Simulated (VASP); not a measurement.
Set up this calculation in VASP 6.6.1, as the native input.

* Task: single point
* Functional: r2SCAN
* Potentials or basis: VASP PAW PBE potentials, release 64 (W_sv, C)
* Cutoff: 520 eV
* k mesh: 13 × 13 × 12
* Occupations: fermi-dirac, width 0.1 eV
* Spin: no spin polarisation
* Dipole correction: no
* Further INCAR settings: ALGO = Normal; EDIFF = 1e-06; NBANDS = 16

The system is WC.

```xyz
2
Lattice="2.9006 0.0000 0.0000 -1.4503 2.5120 0.0000 0.0000 0.0000 2.8383" Properties=species:S:1:pos:R:3 pbc="T T T"
W     0.0000    0.0000    0.0000
C     1.4504    0.8372    1.4192
```

These files were run (other wordings do the same):

POSCAR

```
WC
1.0
    2.9005922600      0.0000000000      0.0000000000
   -1.4502961300      2.5119892000      0.0000000000
    0.0000000000      0.0000000000      2.8383434800
W C
1 1
Direct
    0.0000000000      0.0000000000      0.0000000000
    0.6667000000      0.3333000000      0.5000000000
```

INCAR.step1

```
SYSTEM = WC
ALGO = Normal ; EDIFF = 1E-4
ENCUT = 520 ; GGA = PE
ISMEAR = -1 ; LASPH = .TRUE.
LCHARG = .FALSE. ; LREAL = .FALSE.
LWAVE = .TRUE. ; NBANDS = 16
NELM = 100 ; PREC = Accurate
SIGMA = 0.1
```

INCAR.step2

```
SYSTEM = WC
ALGO = Normal ; EDIFF = 1E-6
ENCUT = 520 ; ISIF = 2
ISMEAR = -1 ; ISTART = 1
LASPH = .TRUE. ; LCHARG = .TRUE.
LELF = .TRUE. ; LMIXTAU = .TRUE.
LREAL = .FALSE. ; LVHAR = .TRUE.
LWAVE = .FALSE. ; METAGGA = R2SCAN
NBANDS = 16 ; NELM = 100
PREC = Accurate ; SIGMA = 0.1
```

KPOINTS

```
k-points
0
G
  13 13 12
  0 0 0
```

Potentials or basis: VASP PAW PBE potentials, release 64 (W_sv, C).

Run with:

```sh
$ cat potpaw_PBE.64/W_sv/POTCAR potpaw_PBE.64/C/POTCAR > POTCAR
$ cp INCAR.step1 INCAR
$ mpirun -np 1 vasp_std > vasp.out
$ cp INCAR.step2 INCAR
$ mpirun -np 1 vasp_std > vasp.out
```

It gave:

* Pressure: 4.7 GPa
* Band gap on the k mesh: zero (band 9 reaches 11.78 eV, above the bottom of band 10 at 10.43 eV)

Caveat: the PAW data sets were made with another functional, which shifts forces and pressure a little; spin-orbit coupling is left out, which moves the levels of the heavy elements.

Wall time 8.6 min on 1 thread of AMD EPYC 7R43 64-Core Processor (Zen 3) (shared host), peak memory 0.21 GiB.
